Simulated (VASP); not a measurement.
# Si4O7 (a cell with a defect) in VASP: a series of runs, part 2 of 2

VASP 6.6.1.

### 4 Single point, PBE

INCAR

```
SYSTEM = Si4O7
  ALGO = Normal
  EDIFF = 1E-6
  ENCUT = 520
  GGA = PE
  ISIF = 2
  ISMEAR = 0
  LASPH = .TRUE.
  LCHARG = .FALSE.
  LREAL = .FALSE.
  LWAVE = .FALSE.
  NBANDS = 40
  NELM = 100
  PREC = Accurate
  SIGMA = 0.05
```

KPOINTS

```
k-points
0
G
  4 4 4
  0 0 0
```

POSCAR

```
Si4O7
1.0
    5.0799801732      0.0000000000      0.0000000000
    0.0000000000      5.0799801732      0.0000000000
    0.0000000000      0.0000000000      7.0914769300
Si O
4 7
Direct
    0.2944292339      0.2944292339      0.0000000000
    0.2055707661      0.7944292339      0.2500000000
    0.7055707661      0.7055707661      0.5000000000
    0.7944292339      0.2055707661      0.7500000000
    0.4053663613      0.7409644515      0.4248320116
    0.7590355485      0.9053663613      0.6748320116
    0.5946336387      0.2590355485      0.9248320116
    0.7409644515      0.4053663613      0.5751679884
    0.9760218688      1.0619664571      0.2935168406
    0.2590355485      0.5946336387      0.0751679884
    0.0946336387      0.2409644515      0.8251679884
```

Potentials or basis: VASP PAW PBE potentials, release 64 (Si, O).

The run is started by

```console
cat potpaw_PBE.64/Si/POTCAR potpaw_PBE.64/O/POTCAR > POTCAR
mpirun -np 1 vasp_std > vasp.out
```

OUTCAR:

```text
SYSTEM = Si4O7
   EDIFF = 1E-6
   ENCUT = 520
   GGA = PE
   ISIF = 2
   ISMEAR = 0
   LASPH = .TRUE.
   LREAL = .FALSE.
   NELM = 100
   PREC = Accurate

 ion  position               nearest neighbor table
   1  0.294  0.294  0.000-  11 1.63  10 1.63   7 1.63   4 3.13   2 3.13   2 3.13   4 3.13
   2  0.206  0.794  0.250-   5 1.63  10 1.63   9 1.82   3 3.13   1 3.13   1 3.13   3 3.13
   3  0.706  0.706  0.500-   6 1.63   5 1.63   8 1.63   4 3.13   2 3.13   4 3.13   2 3.13
   4  0.794  0.206  0.750-   7 1.63   8 1.63   6 1.63  11 1.63   1 3.13   3 3.13   3 3.13   1 3.13

   5  0.405  0.741  0.425-   2 1.63   3 1.63
   6  0.759  0.905  0.675-   3 1.63   4 1.63
   7  0.595  0.259  0.925-   4 1.63   1 1.63
   8  0.741  0.405  0.575-   4 1.63   3 1.63
   9  0.976  0.062  0.294-   2 1.82
  10  0.259  0.595  0.075-   2 1.63   1 1.63
  11  0.095  0.241  0.825-   1 1.63   4 1.63

  LATTYP: Found a simple tetragonal cell.
 ALAT       =     5.0799801732
 C/A-ratio  =     1.3959654739

  Lattice vectors:

 A1 = (   5.0799801732,   0.0000000000,   0.0000000000)
[... 207 lines left out ...]
      3     -19.0149      2.00000
      4     -18.2096      2.00000
      5     -17.9302      2.00000
      6     -17.8785      2.00000
[... 1021 lines left out ...]
     39       9.5089      0.00000
     40       9.8186      0.00000

 [... further k-points ...]

------------------------ aborting loop because EDIFF is reached ----------------------------------------

  FORCE on cell =-STRESS in cart. coord.  units (eV):
  Direction    XX          YY          ZZ          XY          YZ          ZX
  --------------------------------------------------------------------------------------
  -------------------------------------------------------------------------------------
  Total       -3.1788703     -6.2459837     -1.1493846      2.5730385      1.3485897      3.3036046
  in kB      -27.8306058    -54.6827943    -10.0627162     22.5266251     11.8067317     28.9226385
  external PRESSURE =     -30.8587054 kB  Pullay stress =       0.0000000 kB

 VOLUME and BASIS-vectors are now :
 -----------------------------------------------------------------------------
  energy-cutoff  :      520.00
  volume of cell :      183.00
      direct lattice vectors                 reciprocal lattice vectors
     5.079980173  0.000000000  0.000000000     0.196851162  0.000000000  0.000000000
     0.000000000  5.079980173  0.000000000     0.000000000  0.196851162  0.000000000
     0.000000000  0.000000000  7.091476930     0.000000000  0.000000000  0.141014349

 POSITION                                       TOTAL-FORCE (eV/Angst)
 -----------------------------------------------------------------------------------
      1.49569      1.49569      0.00000        -0.299229     -2.078738      0.735086
      1.04430      4.03568      1.77287        -3.027130      4.473781      0.796075
      3.58429      3.58429      3.54574         1.537308      0.692805     -0.308350
      4.03568      1.04430      5.31861         0.228590     -0.285731     -0.177297
      2.05925      3.76408      3.01269        -0.558520     -0.018190     -0.588507
      3.85589      4.59924      4.78556        -0.186067     -0.062756      0.432692
      3.02073      1.31590      6.55842         0.104191      0.272357     -0.112292
      3.76408      2.05925      4.07879        -0.222226      0.245513      0.023004
      4.95817      0.31479      2.08147         2.873771     -4.523383     -1.225253
      1.31590      3.02073      0.53305        -0.408338      1.149178      0.644811
      0.48074      1.22409      5.85166        -0.042350      0.135165     -0.219968
 -----------------------------------------------------------------------------------
    total drift:                                0.000147     -0.000051     -0.000350

  FREE ENERGIE OF THE ION-ELECTRON SYSTEM (eV)
  ---------------------------------------------------
  free  energy   TOTEN  =       -78.9158972148 eV

  energy  without entropy=      -78.9141784458  energy(sigma->0) =      -78.91503783
```

stdout:

```text
POSCAR found type information on POSCAR SiO
 POSCAR found :  2 types and      11 ions
 scaLAPACK will be used
 LDA part: xc-table for (Slater+PW92), standard interpolation
 POSCAR, INCAR and KPOINTS ok, starting setup
 FFT: planning ... GRIDC
 FFT: planning ... GRID_SOFT
 FFT: planning ... GRID
 WAVECAR not read
 entering main loop
```

Wall time 8.5 min (1 thread of Intel Xeon 8259CL, shared host); peak memory 0.38 GiB.

What came out:

| Property | Result |
| --- | --- |
| Free energy | -78.9159 eV |
| Pressure | -3.1 GPa |
| Largest force | 5.497 eV/Å |
| Band gap on the k mesh | zero (bands 29 and 30 overlap by 0.08 eV) |

Forces in eV/Å, atoms in the order of the input:
```
Si  -0.299 -2.079  0.735
Si  -3.027  4.474  0.796
Si   1.537  0.693 -0.308
Si   0.229 -0.286 -0.177
O   -0.559 -0.018 -0.589
O   -0.186 -0.063  0.433
O    0.104  0.272 -0.112
O   -0.222  0.246  0.023
O    2.874 -4.523 -1.225
O   -0.408  1.149  0.645
O   -0.042  0.135 -0.220
```

Stress tensor (GPa, compression positive):
```
-2.78  2.25  2.89
 2.25 -5.47  1.18
 2.89  1.18 -1.01
```

Caveat: the cell differs from its parent crystal (atoms taken out, atom 9 moved 0.500 of the way to it and +0.900 Å across, host rigid).

### 5 Single point, PBE

INCAR

```
PREC     = Accurate       # precision mode
ENCUT    = 520            # plane-wave cutoff, eV
EDIFF    = 1E-7           # SCF threshold, eV
ISMEAR   = 0              # smearing method
SIGMA    = 0.05           # smearing width, eV
LREAL    = F              # projectors in reciprocal space
LASPH    = T              # aspherical terms in the spheres
NELM     = 60             # most SCF steps
ALGO     = Normal         # electronic algorithm
ISIF     = 2              # what is computed and relaxed
LWAVE    = F              # write WAVECAR
LCHARG   = F              # write CHGCAR
GGA      = PE             # functional
NBANDS   = 40             # bands
```

KPOINTS

```
regular mesh
0
Gamma
  4 4 4
```

Edit POSCAR of step 4 so:

```diff
@@ -16,3 +16,3 @@
     0.7409644515      0.4053663613      0.5751679884
-    0.9760218688      1.0619664571      0.2935168406
+    1.1857706752      1.2717152635      0.1995568552
     0.2590355485      0.5946336387      0.0751679884
```

The run is started by

```console
cat potpaw_PBE.64/Si/POTCAR potpaw_PBE.64/O/POTCAR > POTCAR
mpirun -np 1 vasp_std > vasp.out
```

Wall time 8.7 min (1 thread of Intel Xeon 8259CL, shared host); peak memory 0.38 GiB.

It converged, with:

| Item | Value |
| --- | --- |
| Free energy | -79.0482 eV |
| Pressure | 2.6 GPa |
| Largest force | 10.055 eV/Å |
| Band gap on the k mesh | 1.45 eV |

Forces in eV/Å, atoms in the order of the input:
```
Si   0.633  0.803 -3.114
Si  -2.672  0.572  0.535
Si   1.966  0.137 -0.960
Si   0.364 -0.059 -0.032
O    0.362  0.343 -0.162
O   -0.081  0.060  0.178
O   -0.305 -0.356  0.299
O   -0.124 -0.047  0.068
O   -1.222 -8.398  5.393
O    1.003  7.254 -1.909
O    0.076 -0.310 -0.295
```

Stress tensor (GPa, compression positive):
```
-2.05  1.61  1.46
 1.61  5.45 -3.84
 1.46 -3.84  4.46
```

Levels at points of the mesh, in eV from the valence-band top:
| k point | band 26 | band 27 | band 28 | band 29 | band 30 | band 31 | band 32 | band 33 |
| --- | --- | --- | --- | --- | --- | --- | --- | --- |
| (0.00, 0.00, 0.00) | -2.67 | -2.21 | -1.77 | -0.42 | 1.72 | 3.50 | 4.97 | 5.37 |
| (0.50, 0.00, 0.00) | -2.86 | -1.99 | -1.53 | 0.00 | 1.45 | 3.74 | 4.67 | 5.00 |
| (0.00, 0.50, 0.00) | -2.82 | -2.15 | -2.01 | -0.94 | 2.24 | 3.77 | 4.94 | 5.39 |
| (0.50, 0.50, 0.00) | -3.00 | -2.11 | -2.00 | -0.27 | 2.01 | 3.59 | 4.71 | 5.16 |
| (0.00, 0.00, 0.50) | -2.81 | -2.10 | -1.77 | -0.32 | 1.52 | 4.04 | 4.12 | 5.68 |
| (0.50, 0.00, 0.50) | -2.85 | -1.95 | -1.58 | -0.04 | 1.53 | 3.66 | 4.60 | 4.94 |
| (0.00, 0.50, 0.50) | -2.70 | -2.29 | -1.97 | -0.93 | 2.29 | 3.75 | 5.00 | 5.59 |
| (0.50, 0.50, 0.50) | -3.12 | -2.02 | -1.98 | -0.26 | 1.96 | 3.59 | 4.78 | 5.09 |

Caveat: the cell differs from its parent crystal (atoms taken out, atom 9 moved 1.125 of the way to it and +0.900 Å across, host rigid).

### 6 Single point, PBE

INCAR

```
ALGO = Normal
EDIFF = 1E-6
ENCUT = 520
GGA = PE
ISIF = 2
ISMEAR = 0
LASPH = T
LCHARG = F
LREAL = F
LWAVE = F
NBANDS = 40
NELM = 80
PREC = Accurate
SIGMA = 0.05
```

KPOINTS

```
k-points
0
Gamma
  4 4 4
```

Edit POSCAR of step 5 so:

```diff
@@ -16,3 +16,3 @@
     0.7409644515      0.4053663613      0.5751679884
-    1.1857706752      1.2717152635      0.1995568552
+    0.9605601376      0.5819539238      0.3004431448
     0.2590355485      0.5946336387      0.0751679884
```

Potentials or basis: VASP PAW PBE potentials, release 64 (Si, O).

The run is started by

```console
cat potpaw_PBE.64/Si/POTCAR potpaw_PBE.64/O/POTCAR > POTCAR
mpirun -np 1 vasp_std > vasp.out
```

It took 7.3 min on 1 thread of Intel Xeon 8259CL, shared host; peak memory 0.38 GiB.

The run converged. Its results:

- Free energy: -81.0400 eV
- Pressure: -1.4 GPa
- Largest force: 6.304 eV/Å
- Band gap on the k mesh: 2.23 eV

Forces on the atoms (eV/Å):
```
Si  -0.380 -0.611  1.127
Si  -1.160  0.039 -1.369
Si   1.636 -2.581 -1.774
Si  -0.020  0.754 -0.070
O    1.516  0.634  0.533
O    0.306 -0.297 -0.787
O    0.067 -0.307  0.113
O   -0.603 -0.709  1.331
O   -3.370  4.197  3.282
O    2.086 -0.953 -2.266
O   -0.079 -0.166 -0.119
```

Stress tensor (GPa, compression positive):
```
 1.01  0.71  1.08
 0.71 -5.72  0.46
 1.08  0.46  0.62
```

Levels at points of the mesh, in eV from the valence-band top:
| k point | band 26 | band 27 | band 28 | band 29 | band 30 | band 31 | band 32 | band 33 |
| --- | --- | --- | --- | --- | --- | --- | --- | --- |
| (0.00, 0.00, 0.00) | -2.33 | -1.96 | -1.37 | -1.16 | 2.64 | 3.46 | 5.52 | 6.07 |
| (0.50, 0.00, 0.00) | -2.55 | -2.20 | -1.38 | -0.88 | 2.62 | 3.71 | 5.33 | 6.05 |
| (0.00, 0.50, 0.00) | -2.54 | -2.04 | -1.27 | -0.06 | 2.23 | 3.57 | 5.20 | 5.64 |
| (0.50, 0.50, 0.00) | -2.56 | -2.15 | -1.17 | -0.12 | 2.42 | 3.77 | 4.92 | 5.38 |
| (0.00, 0.00, 0.50) | -2.46 | -2.00 | -1.37 | -0.98 | 2.35 | 3.76 | 5.26 | 6.09 |
| (0.50, 0.00, 0.50) | -2.47 | -2.16 | -1.25 | -1.15 | 2.72 | 3.68 | 5.11 | 6.09 |
| (0.00, 0.50, 0.50) | -2.37 | -1.91 | -1.23 | -0.17 | 2.31 | 3.62 | 5.22 | 5.51 |
| (0.50, 0.50, 0.50) | -2.63 | -2.20 | -1.26 | 0.00 | 2.37 | 3.78 | 4.85 | 5.27 |

Caveat: the cell differs from its parent crystal (atoms taken out, atom 9 moved -0.125 of the way to it and -0.900 Å across, host rigid).

### 7 Summary

```tsv
cell	gap on the mesh (eV)	pressure (GPa)	largest force (eV/Å)
as given, atomic positions A	1.95	19.6	67.56
as given, atomic positions B	none	-3.5	5.76
as given, atomic positions C	none	-3.1	5.50
as given, atomic positions D	1.45	2.6	10.05
as given, atomic positions E	2.23	-1.4	6.30
```

Alike in all rows: task single point; level PBE; potentials or basis VASP PAW PBE potentials, release 64 (Si, O); no spin polarisation; k mesh 4 × 4 × 4; cutoff (eV) 520; smearing gaussian 0.05 eV.

Caveats: atoms lie so close that the PAW spheres overlap strongly, which falsifies energies and pressures (at least some runs).

Total energies depend on the potentials used, so only differences within one code and one set of settings carry meaning.
